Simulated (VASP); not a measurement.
Wanted: the native input for a VASP 6.6.1 run.

| Quantity | Value |
| --- | --- |
| Task | single point |
| Functional | PBE |
| Potentials or basis | VASP PAW PBE potentials, release 64 (Rb_sv, Br) |
| Cutoff | 520 eV |
| k mesh | 4 × 4 × 4 |
| Occupations | gaussian, width 0.01 eV |
| Spin | no spin polarisation |
| Dipole correction | no |
| Further INCAR settings | ALGO = Normal; EDIFF = 1e-06; NBANDS = 15 |

The structure of RbBr lies in POSCAR:

```
RbBr
1.0
    3.9374245855      0.0000000000      0.0000000000
    0.0000000000      3.9374245855      0.0000000000
    0.0000000000      0.0000000000      3.9374245855
Rb Br
1 1
Direct
    0.0000000000      0.0000000000      0.0000000000
    0.5000000000      0.5000000000      0.5000000000
```

This cell differs from its parent crystal: strain -4.5%.

One way to write it, as run:

INCAR

```
ALGO = Normal
EDIFF = 1E-6
ENCUT = 520
GGA = PE
ISIF = 2
ISMEAR = 0
LASPH = T
LCHARG = F
LREAL = F
LWAVE = F
NBANDS = 15
NELM = 80
PREC = Accurate
SIGMA = 0.01
```

KPOINTS

```
k-points
0
Gamma
  4 4 4
```

Potentials or basis: VASP PAW PBE potentials, release 64 (Rb_sv, Br).

Run with:

```sh
$ cat potpaw_PBE.64/Rb_sv/POTCAR potpaw_PBE.64/Br/POTCAR > POTCAR
$ mpirun -np 1 vasp_std > vasp.out
```

It gave:

The pressure is 4.4 GPa. The band gap on the k mesh is 4.62 eV, indirect (least direct gap 4.77 eV).

Caveat: the cell differs from its parent crystal (strain -4.5%).

Wall time 10 s on 1 thread of Intel(R) Xeon(R) Platinum 8375C CPU @ 2.90GHz (Ice Lake) (shared host), peak memory 0.16 GiB.
